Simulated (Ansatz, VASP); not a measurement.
**One calculation of MgW, two programs**

```
Mg W
1.0
     3.86637    0.00000    0.00000
     0.00000    3.86637    0.00000
     0.00000    0.00000    2.59004
Mg W
1 1
Direct
  0.50000 0.50000 0.00000
  0.00000 0.00000 0.00000
```

Alike in both runs: functional PBE; k mesh 14 × 14 × 22; occupations gaussian, width 0.1 eV; no spin polarisation.

Ansatz relaxed the structure, and its values are those at the end. VASP's run is a single point on that final structure, the one shown.

|  | VASP | Ansatz |
| --- | --- | --- |
| version | VASP 6.6.1 | Ansatz 0.2.0 |
| potentials or method | VASP PAW PBE potentials, release 64 (Mg, W_sv), cutoff 520 eV | scalar-relativistic, plane waves, PAW |
| valence electrons in the cell | 16 | 24 |

```tsv
	VASP	Ansatz	Ansatz less VASP
gap on the k mesh at the Fermi level (eV)	none	none	-
pressure (GPa)	0.1	0.0	-0.11
```

A gap of «none» marks a metal or a gap that the smearing closes. With one functional, cell and mesh, what is left measures potentials, basis and numerics. VASP's potentials hold 16 valence electrons a cell and Ansatz's 24, so a difference there can come from the potentials and not from the codes.

Neither program's run includes spin-orbit coupling.
